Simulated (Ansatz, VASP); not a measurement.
## Zn: VASP beside Ansatz

INCAR

```
SYSTEM = Zn
  ALGO = Normal
  EDIFF = 1E-7
  ENCUT = 520
  GGA = PE
  ISIF = 2
  ISMEAR = 0
  LASPH = .TRUE.
  LCHARG = .TRUE.
  LELF = .TRUE.
  LREAL = .FALSE.
  LVHAR = .TRUE.
  LWAVE = .FALSE.
  NBANDS = 19
  NELM = 60
  PREC = Accurate
  SIGMA = 0.1
```

KPOINTS

```
k-points
0
G
  6 6 4
  0 0 0
```

Contents of POSCAR:

```
Zn
1.0
    3.1783566652      0.0000000000      0.0000000000
   -1.5891783326      2.7525376143      0.0000000000
    0.0000000000      0.0000000000      5.0382278268
Zn
2
Direct
    0.6666666700      0.3333333300      0.7500000000
    0.3333333300      0.6666666700      0.2500000000
```

Input for Ansatz:

```yaml
crystal:
  lattice:
    - [3.1783566652, 0.0, 0.0]
    - [-1.5891783326, 2.7525376143, 0.0]
    - [0.0, 0.0, 5.0382278268]
  atoms:
    - { symbol: Zn, position: [0.66666667, 0.33333333, 0.75] }
    - { symbol: Zn, position: [0.33333333, 0.66666667, 0.25] }
basis:
  ecutwfc: 420
kpoints:
  mp_grid: { grid: [6, 6, 4] }
hamiltonian:
  xc: pbe
scf:
  occupations: { method: gaussian, width: 0.1 }
output:
  forces: true
  stress: true
  eigenvalues: true
```

Alike in both runs: task single point; functional PBE; k mesh 6 × 6 × 4; occupations gaussian, width 0.1 eV; no spin polarisation.

|  | VASP | Ansatz |
| --- | --- | --- |
| version | VASP 6.6.1 | Ansatz 0.2.0 |
| potentials or method | VASP PAW PBE potentials, release 64 (Zn), cutoff 520 eV | scalar-relativistic, plane waves, PAW |
| valence electrons in the cell | 24 | 24 |

```tsv
	VASP	Ansatz	Ansatz less VASP
gap on the k mesh at the Fermi level (eV)	none	none	-
pressure (GPa)	-7.7	-7.8	-0.02
traceless stress, the component that is largest in VASP (GPa)	1.43	1.44	+0.006
```

A gap of «none» marks a metal or a gap that the smearing closes. The functional is the same, so the differences come from potentials, cutoffs and numerics.

The k mesh is coarse, so the values compare programs but aren't converged.
